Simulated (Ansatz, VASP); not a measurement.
## One calculation of Ba, two programs

```
Ba
1.0
    -2.68750    2.31250    2.50000
     2.68750   -2.31250    2.50000
     2.68750    2.31250   -2.50000
Ba
1
Direct
  0.00000 0.00000 0.00000
```

Change from the starting cell: strain +0.0750 x Voigt [1, -1, 0, 0, 0, 0], atoms carried along.

Alike in both runs: task single point; functional PBEsol; k mesh 14 × 14 × 14; occupations gaussian, width 0.15 eV; no spin polarisation.

|  | VASP | Ansatz |
| --- | --- | --- |
| version | VASP 6.6.1 | Ansatz 0.2.0 |
| potentials or method | VASP PAW PBE potentials, release 64 (Ba_sv), cutoff 520 eV | scalar-relativistic, plane waves, PAW |
| valence electrons in the cell | 10 | 10 |

```csv
,VASP,Ansatz,Ansatz less VASP
gap on the k mesh at the Fermi level (eV),none,none,-
pressure (GPa),-0.5,-0.5,-0.06
"traceless stress, the component that is largest in VASP (GPa)",0.43,0.43,-0.006
```

VASP's potentials were made for PBE, not for PBEsol. A gap of «none» marks a metal or a gap that the smearing closes.

Neither program's run includes spin-orbit coupling.
